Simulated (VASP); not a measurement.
# Ta8O21 (a cell with a defect) in VASP: single point with PBEsol

Aim: the single point of Ta8O21 (a cell with a defect) with PBEsol.

Everything below comes from runs of VASP 6.6.1. Logs are shortened: lines on timing, memory, paths and dates and some standing lists are left out, and cuts for length are marked.

### 1 The cell of the first run

The cell holds a defect, 29 atoms: a = 12.505 Å, b = 6.727 Å, c = 13.272 Å, α = 68.64°, β = 30.07°, γ = 81.29°.

### 2 Single point, PBEsol

Contents of INCAR:

```
SYSTEM = Ta8O21
  ALGO = Normal
  EDIFF = 1E-6
  ENCUT = 520
  GGA = PS
  GGA_COMPAT = .False.
  ISIF = 2
  ISMEAR = -1
  LASPH = .True.
  LCHARG = .False.
  LREAL = .False.
  LWAVE = .False.
  NBANDS = 127
  NELECT = 216.0
  NELM = 120
  PREC = Accurate
  SIGMA = 0.01
```

Contents of KPOINTS:

```
Automatic mesh
0
Gamma
  2 2 2
  0.5 0.5 0.5
```

Contents of POSCAR:

```
Ta8O21
1.0
    0.0000000000     11.9846651819      3.5696847681
    5.7020527302      0.0000000000      3.5696847681
    5.7020527302     11.9846651819      0.0000000000
Ta O
8 21
Direct
    0.0940075976      0.3962911733      0.7574033850
    0.6012841329      0.9063992066      0.2501024698
    0.4003036318      0.1068975060      0.7369170221
    0.8928143093      0.6003487439      0.2443153212
    0.2158827327      0.2145564848      0.4256751283
    0.7725697313      0.7711763508      0.8706456559
    0.2589386838      0.2483541536      0.0976398270
    0.7531453277      0.7422581812      0.6038765616
    0.3098555831      0.6882162032      0.5670215287
    0.8504482480      0.1487558833      0.0618456620
    0.1787380755      0.8212699088      0.9266984501
    0.7058106099      0.2942519735      0.4159475968
    0.4604529285      0.5423874540      0.1625228828
    0.8791060117      0.1140608628      0.7174879016
    0.0714557013      0.9304008743      0.3055667795
    0.5799017989      0.4205370371      0.8068824898
    0.4708866332      0.1264021274      0.2802674541
    0.8712245748      0.5265633264      0.8827663635
    0.1011071303      0.4299914379      0.1578466299
    0.5697973149      0.8989310428      0.6896874033
    0.1690818002      0.3041389830      0.5921991407
    0.6994958256      0.8311663441      0.0644622339
    0.3264314367      0.1849195633      0.9063108738
    0.8156889419      0.6723954982      0.4179368138
    0.2817543001      0.2750132255      0.7185533011
    0.7226396593      0.7185058979      0.2787026874
    0.2322176323      0.2611130025      0.2571140315
    0.7412832208      0.7662528808      0.7485126407
    0.1093787327      0.8862397915      0.5492691244
```

Potentials or basis: VASP PAW PBE potentials, release 64 (Ta_pv, O).

Run with:

```
$ cat potpaw_PBE.64/Ta_pv/POTCAR potpaw_PBE.64/O/POTCAR > POTCAR
$ mpirun -np 1 vasp_std > vasp.out
```

OUTCAR:

```text
SYSTEM = Ta8O21
   EDIFF = 1E-6
   ENCUT = 520
   GGA = PS
   ISIF = 2
   ISMEAR = -1
   LASPH = .True.
   LREAL = .False.
   NELECT = 216.0
   NELM = 120
   PREC = Accurate

 ion  position               nearest neighbor table
   1  0.094  0.396  0.757-  21 1.82  18 1.90  10 1.93   9 1.93  25 2.02   2 3.51
   2  0.601  0.906  0.250-  22 1.82  17 1.89  10 1.93   9 1.93  26 2.03   1 3.51
   3  0.400  0.107  0.737-  23 1.82  25 1.86  12 1.93  11 1.93  20 2.07   4 3.52
   4  0.893  0.600  0.244-  24 1.82  26 1.85  12 1.93  11 1.93  19 2.07   3 3.52
   5  0.216  0.215  0.426-  29 1.95  17 1.96  27 1.97  14 1.98  21 2.05  13 2.09   6 3.17
   6  0.773  0.771  0.871-  18 1.95  13 1.98  28 1.98  29 2.01  14 2.01  22 2.05   5 3.17
   7  0.259  0.248  0.098-  19 1.81  27 1.87  16 1.92  15 1.93  23 2.08   8 3.53
   8  0.753  0.742  0.604-  20 1.81  28 1.86  16 1.93  15 1.93  24 2.08   7 3.53
   9  0.310  0.688  0.567-   1 1.93   2 1.93
  10  0.850  0.149  0.062-   2 1.93   1 1.93
  11  0.179  0.821  0.927-   4 1.93   3 1.93
  12  0.706  0.294  0.416-   3 1.93   4 1.93
  13  0.460  0.542  0.163-   6 1.98   5 2.09
  14  0.879  0.114  0.717-   5 1.98   6 2.01
[... 13 lines left out ...]
  28  0.741  0.766  0.749-   8 1.86   6 1.98
  29  0.109  0.886  0.549-   5 1.95   6 2.01

  LATTYP: Found a face centered orthorhombic cell.
 ALAT       =     7.1393695362
 B/A-ratio  =     1.5973546967
 C/A-ratio  =     3.3573455250

  Lattice vectors:

 A1 = (   5.7020527302,  11.9846651819,   0.0000000000)
 A2 = (   0.0000000000,  11.9846651819,   3.5696847681)
 A3 = (   5.7020527302,   0.0000000000,   3.5696847681)

Analysis of symmetry for initial positions (statically):
=====================================================================
 Subroutine PRICEL returns:
 Original cell was already a primitive cell.

 Routine SETGRP: Setting up the symmetry group for a
 face centered orthorhombic supercell.

 Subroutine GETGRP returns: Found  1 space group operations
 (whereof  1 operations were pure point group operations)
 out of a pool of  8 trial point group operations.

The static configuration has the point symmetry C_1 .

Analysis of symmetry for dynamics (positions and initial velocities):
=====================================================================
 Subroutine PRICEL returns:
 Original cell was already a primitive cell.

 Routine SETGRP: Setting up the symmetry group for a
 face centered orthorhombic supercell.

 Subroutine GETGRP returns: Found  1 space group operations
 (whereof  1 operations were pure point group operations)
 out of a pool of  8 trial point group operations.

The dynamic configuration has the point symmetry C_1 .

 Subroutine INISYM returns: Found  1 space group operations
 (whereof  1 operations are pure point group operations),
 and found     1 'primitive' translations

----------------------------------------------------------------------------------------

                                     Primitive cell

  volume of cell :     487.8845

  direct lattice vectors                    reciprocal lattice vectors
     0.000000000 11.984665182  3.569684768    -0.087687719  0.041719981  0.140068390
     5.702052730  0.000000000  3.569684768     0.087687719 -0.041719981  0.140068390
     5.702052730 11.984665182  0.000000000     0.087687719  0.041719981 -0.140068390

  length of vectors
    12.504992957  6.727262049 13.271985717     0.170437223  0.170437223  0.170437223

  position of ions in fractional coordinates (direct lattice)
     0.094007598  0.396291173  0.757403385
     0.601284133  0.906399207  0.250102470
     0.400303632  0.106897506  0.736917022
     0.892814309  0.600348744  0.244315321
     0.215882733  0.214556485  0.425675128
     0.772569731  0.771176351  0.870645656
[... 21 lines left out ...]
     0.741283221  0.766252881  0.748512641
     0.109378733  0.886239792  0.549269124

  ion indices of the primitive-cell ions
   primitive index   ion index
                 1           1
                 2           2
                 3           3
                 4           4
                 5           5
                 6           6
[... 21 lines left out ...]
                28          28
                29          29

----------------------------------------------------------------------------------------

 KPOINTS: Automatic mesh

Automatic generation of k-mesh.
 Grid dimensions read from file:
 generate k-points for:    2    2    2

 Generating k-lattice:

  Cartesian coordinates                     Fractional coordinates (reciprocal lattice)
    -0.043843860  0.020859990  0.070034195     0.500000000 -0.000000000  0.000000000
     0.043843860 -0.020859990  0.070034195    -0.000000000  0.500000000  0.000000000
     0.043843860  0.020859990 -0.070034195     0.000000000  0.000000000  0.500000000

  Length of vectors
     0.085218611  0.085218611  0.085218611

  Shift w.r.t. Gamma in fractional coordinates (k-lattice)
     0.500000000  0.500000000  0.500000000

 Subroutine IBZKPT returns following result:
 ===========================================

 Found     16 irreducible k-points:

 Following reciprocal coordinates:
            Coordinates               Weight
  0.250000  0.250000  0.250000      2.000000
 -0.000000 -0.000000 -0.250000      2.000000
 -0.250000  0.000000  0.000000      2.000000
  0.000000 -0.250000  0.000000      2.000000
 -0.250000  0.250000  0.250000      2.000000
  0.000000  0.500000 -0.250000      2.000000
[... 8 lines left out ...]
  0.250000  0.500000  0.000000      2.000000
  0.500000  0.250000  0.000000      2.000000
   k-points           NKPTS =     16   k-points in BZ     NKDIM =     16   number of bands    NBANDS=    127
   number of dos      NEDOS =    301   number of ions     NIONS =     29
   total plane-waves  NPLWV = 480000
   dimension x,y,z NGX =    96 NGY =   50 NGZ =  100
   dimension x,y,z NGXF=   192 NGYF=  100 NGZF=  200
   ions per type =               8  21
   NGX,Y,Z   is equivalent  to a cutoff of  12.76, 12.36, 12.53 a.u.
   NGXF,Y,Z  is equivalent  to a cutoff of  25.53, 24.71, 25.05 a.u.
 SYSTEM =  Ta8O21
   PREC   = accura    normal or accurate (medium, high low for compatibility)
   ISTART =      0    job   : 0-new  1-cont  2-samecut
   ICHARG =      2    charge: 1-file 2-atom 10-const
   ISPIN  =      1    spin polarized calculation?
   LNONCOLLINEAR =      F non collinear calculations
   LSORBIT =      F    spin-orbit coupling
   LASPH  =      T    aspherical Exc in radial PAW
   ENCUT  =  520.0 eV  38.22 Ry    6.18 a.u.  23.25 12.51 24.68*2*pi/ulx,y,z
   NELM   =    120;   NELMIN=  2; NELMDL= -5     # of ELM steps
   EDIFF  = 0.1E-05   stopping-criterion for ELM
   LREAL  =      F    real-space projection
   EDIFFG = 0.1E-04   stopping-criterion for IOM
   NSW    =      0    number of steps for IOM
   IBRION =     -1    ionic relax: 0-MD 1-quasi-New 2-CG
   NFREE  =      0    steps in history (QN), initial steepest desc. (CG)
   ISIF   =      2    stress and relaxation
   ISYM   =      2    0-nonsym 1-usesym 2-fastsym
   POTIM  = 0.5000    time-step for ionic-motion
   TEBEG  =    0.0;   TEEND  =   0.0 temperature during run
   PSTRESS=    0.0 pullay stress
   NELECT =     216.0000    total number of electrons
   NUPDOWN=      -1.0000    fix difference up-down
   EMIN   =  10.00;   EMAX   =-10.00  energy-range for DOS
   EFERMI =   0.00;   METHOD = LEGACY
   ISMEAR =    -1;   SIGMA  =   0.01  broadening in eV -4-tet -1-fermi 0-gaus
   EFERMI_NEDOS =   21; number of points for ismear=-14 and -15
   IALGO  =     38    algorithm
   IMIX   =      4    mixing-type and parameters
     AMIX     =   0.40;   BMIX     =  1.00
     AMIX_MAG =   1.60;   BMIX_MAG =  1.00
  volume/ion in A,a.u.               =      16.82       113.53
  Fermi-wavevector in a.u.,A,eV,Ry     =   1.247729  2.357867 21.181941  1.556829
  Thomas-Fermi vector in A             =   2.381848
   LORBIT       =      0    0 simple, 1 ext, 2 COOP (PROOUT), +10 PAW based schemes
   GGA     = PS    functional components
   LHFCALC =     F    Hartree Fock is set to
   AEXX    =    0.0000 exact exchange contribution
   IVDW    =     0    specifies the selected vdW correction
   LEPSILON=     F    determine dielectric tensor
   LRPA    =     F    only Hartree local field effects (RPA)
 non-spin polarized calculation
  energy-cutoff  :      520.00
  volume of cell :      487.88
 maximum number of plane-waves:     13140
 NGX is ok and might be reduce to    96
   NGX = 47   NGY = 25   NGZ = 49

 number of electron     215.9999990 magnetization

 Free energy of the ion-electron system (eV)
  ---------------------------------------------------
  ext. energy  EPLUGINS =         0.00000000
  ---------------------------------------------------
  free energy    TOTEN  =      -284.95502489 eV

  energy without entropy =     -284.95502489  energy(sigma->0) =     -284.95502489

 E-fermi :   0.3997     XC(G=0):  -8.9472

 val. band max:        0.0386330849   @ k =   0.2500  -0.2500   0.2500
 cond. band min:       2.6712376263   @ k =   0.2500   0.5000   0.0000
 fundamental gap:      2.6326045414
 Fermi energy:         0.3997277828

 k-point     1 :       0.2500    0.2500    0.2500
  band No.  band energies     occupation
      1     -34.9187      2.00000
      2     -34.8923      2.00000
      3     -34.8615      2.00000
      4     -34.8423      2.00000
      5     -34.7964      2.00000
      6     -34.7500      2.00000
[... 112 lines left out ...]
    119       4.3130      0.00000
    120       4.3694      0.00000

 k-point     2 :      -0.0000   -0.0000   -0.2500
  band No.  band energies     occupation
      1     -34.9187      2.00000
      2     -34.8923      2.00000
      3     -34.8615      2.00000
      4     -34.8422      2.00000
      5     -34.7964      2.00000
      6     -34.7500      2.00000
[... 1718 lines left out ...]
      3     -34.8628      2.00000
      4     -34.8412      2.00000
      5     -34.7966      2.00000
      6     -34.7498      2.00000
[... 112 lines left out ...]
    119       4.2059      0.00000
    120       4.4695      0.00000
 [bands above 120 left out]

------------------------ aborting loop because EDIFF is reached ----------------------------------------

  FORCE on cell =-STRESS in cart. coord.  units (eV):
  Direction    XX          YY          ZZ          XY          YZ          ZX
  --------------------------------------------------------------------------------------
  -------------------------------------------------------------------------------------
  Total       13.4167739     15.8658356      5.7400462     -1.6772551     -0.0726983     -0.0235943
  in kB       44.0597154     52.1022570     18.8498965     -5.5079845     -0.2387359     -0.0774818
  external PRESSURE =      38.3372897 kB  Pullay stress =       0.0000000 kB

 VOLUME and BASIS-vectors are now :
 -----------------------------------------------------------------------------
  energy-cutoff  :      520.00
  volume of cell :      487.88
      direct lattice vectors                 reciprocal lattice vectors
     0.000000000 11.984665182  3.569684768    -0.087687719  0.041719981  0.140068390
     5.702052730  0.000000000  3.569684768     0.087687719 -0.041719981  0.140068390
     5.702052730 11.984665182  0.000000000     0.087687719  0.041719981 -0.140068390

 POSITION                                       TOTAL-FORCE (eV/Angst)
 -----------------------------------------------------------------------------------
      6.57843     10.20388      1.75021         0.016408      0.111073      0.007905
      6.59443     10.20358      5.38195        -0.038358      0.118200      0.056844
      4.81147     13.62921      1.81055        -0.139777     -0.031396     -0.030436
      4.81632     13.62812      5.33012        -0.137131     -0.052234     -0.006614
      3.65063      7.68886      1.53653        -0.008750     -0.079100      0.085003
      9.36176     19.69339      5.51069         0.026866      0.001850     -0.017930
[... 21 lines left out ...]
      8.63727     17.85470      5.38143         0.057545      0.087868      0.003687
      8.18535      7.89367      3.55404        -0.120190     -0.011905      0.033771
 -----------------------------------------------------------------------------------
    total drift:                                0.000084     -0.002174      0.000151

  FREE ENERGIE OF THE ION-ELECTRON SYSTEM (eV)
  ---------------------------------------------------
  free  energy   TOTEN  =      -284.9550248861 eV

  energy  without entropy=     -284.9550248861  energy(sigma->0) =     -284.95502489
```

It took 47 min on 1 thread of Intel Xeon Platinum 8259CL at 2.50GHz (Skylake/Cascade Lake), shared host; peak memory 1.3 GiB.

What came out:

```
Free energy   : -284.9550 eV
Largest force : 0.216 eV/Å
```

Forces in eV/Å, atoms in the order of the input:
```
Ta   0.016  0.111  0.008
Ta  -0.038  0.118  0.057
Ta  -0.140 -0.031 -0.030
Ta  -0.137 -0.052 -0.007
Ta  -0.009 -0.079  0.085
Ta   0.027  0.002 -0.018
Ta  -0.146  0.060 -0.024
Ta  -0.146  0.047 -0.018
O    0.074 -0.004  0.004
O    0.055  0.076 -0.001
O   -0.076 -0.017 -0.006
O   -0.110  0.013  0.012
O    0.020 -0.004 -0.079
O    0.214 -0.030 -0.011
O   -0.088  0.010  0.001
O   -0.102  0.022  0.000
O    0.119  0.063  0.045
O    0.078 -0.035 -0.054
O    0.135 -0.140  0.016
O    0.133 -0.145  0.007
O   -0.161 -0.086 -0.001
O   -0.146 -0.115 -0.062
O    0.161  0.117  0.015
O    0.157  0.126  0.017
O    0.051 -0.094  0.020
O    0.068 -0.081 -0.015
O    0.055  0.073  0.001
O    0.058  0.088  0.004
O   -0.120 -0.012  0.034
```

Caveat: the cell carries a net charge on a neutralising background, which shifts energy and pressure; the cell is charged against a uniform background, so pressure and absolute levels hang on convention; the PAW data sets were made with another functional, which shifts forces and pressure a little; spin-orbit coupling is left out, which moves the levels of the heavy elements.
